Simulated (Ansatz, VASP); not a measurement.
# Pb, level by level in two programs

```xyz
1
Lattice="-1.9928 1.9928 1.9928 1.9928 -1.9928 1.9928 1.9928 1.9928 -1.9928" Properties=species:S:1:pos:R:3 pbc="T T T"
Pb    0.0000    0.0000    0.0000
```

Single points on this cell with VASP 6.6.1 and Ansatz 0.2.0. Each row is one pair of runs. Alike in all rows: spin: off; smearing: fermi-dirac, width 0.05 eV.

```tsv
level	k mesh	VASP's potentials, cutoff	Ansatz's potentials, cutoff	gap on the k mesh at the Fermi level (eV), VASP	gap on the k mesh at the Fermi level (eV), Ansatz	pressure (GPa), VASP	pressure (GPa), Ansatz
HSE06	6 × 6 × 6	VASP PAW PBE potentials, release 64 (Pb_d), 520 eV	Ansatz PAW, 420 eV	none	none	-1.4	-1.3
PBE0	6 × 6 × 6	VASP PAW PBE potentials, release 64 (Pb_d), 520 eV	Ansatz PAW, 420 eV	none	none	-1.4	-1.3
LDA	9 × 9 × 9	VASP PAW LDA potentials, release 64 (Pb_d), 520 eV	Ansatz PAW, 420 eV	none	none	-4.0	-4.0
r2SCAN	9 × 9 × 9	VASP PAW PBE potentials, release 64 (Pb_d), 520 eV	Ansatz PAW, 500 eV	none	none	-1.2	-1.2
```

Pressure (GPa): the two programs differ by at most 0.1.

A gap of «none» marks a metal or a gap that the smearing closes.

The k mesh is coarse in some rows, so the values compare programs but aren't converged. Neither program's run includes spin-orbit coupling.
